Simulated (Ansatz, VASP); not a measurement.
**Li: VASP beside Ansatz**

The input INCAR:

```
SYSTEM = Li
  PREC = Accurate
  ENCUT = 520
  EDIFF = 1E-8
  ISMEAR = -1
  SIGMA = 0.08
  LREAL = .FALSE.
  LASPH = .TRUE.
  NELM = 100
  ALGO = Normal
  ISIF = 2
  LWAVE = .FALSE.
  LCHARG = .FALSE.
  GGA = CA
  LEFG = .TRUE.
  NBANDS = 12
```

KPOINTS

```
Automatic mesh
0
G
  12 12 12
  0 0 0
```

Contents of POSCAR:

```
Li
1.0
    1.5929163707      0.9408749900      7.6005283998
   -1.5080815607      0.9253700004      7.5850234102
    0.0289896900     -1.7524204905      7.5793481900
Li
3
Direct
    0.0000000000      0.0000000000      0.0000000000
    0.2220000000      0.2220000000      0.2220000000
    0.7780000000      0.7780000000      0.7780000000
```

Input for Ansatz:

```yaml
crystal:
  lattice:
    - [1.5929163707, 0.94087499, 7.6005283998]
    - [-1.5080815607, 0.9253700004, 7.5850234102]
    - [0.02898969, -1.7524204905, 7.57934819]
  atoms:
    - { symbol: Li, position: [0.0, 0.0, 0.0] }
    - { symbol: Li, position: [0.222, 0.222, 0.222] }
    - { symbol: Li, position: [0.778, 0.778, 0.778] }
kpoints:
  mp_grid: { grid: [12, 12, 12] }
scf:
  occupations: { method: fermi_dirac, width: 0.08 }
hamiltonian:
  xc: lda
  pseudopotentials: { kind: paw }
output:
  forces: true
  stress: true
  eigenvalues: true
  efg: { contact_densities: true }
```

Change from the starting cell: equal xy, yz and zx shear strains of +1 %, PAW files.

Alike in both runs: task electric field gradients; functional LDA; k mesh 12 × 12 × 12; occupations fermi-dirac, width 0.08 eV; no spin polarisation.

```csv
,VASP,Ansatz
version,VASP 6.6.1,Ansatz 0.2.0
potentials or method,"VASP PAW LDA potentials, release 64 (Li_sv)","PAW with Ansatz's default frozen-core files, scalar-relativistic"
plane-wave cutoff (eV),520,420
valence electrons in the cell,9,9
```

```tsv
	VASP	Ansatz	Ansatz less VASP
rms of the force components (eV/Å)	0.004	0.004	-0.0001
```

LDA's correlation is that of Perdew and Zunger in VASP and of Perdew and Wang (1992) in Ansatz. Atom by atom the forces differ by 0.000 eV/Å (rms over components).

Noted on VASP's run: the cutoff is under 1.25 times that of the potentials, so the pressure is a little rough.
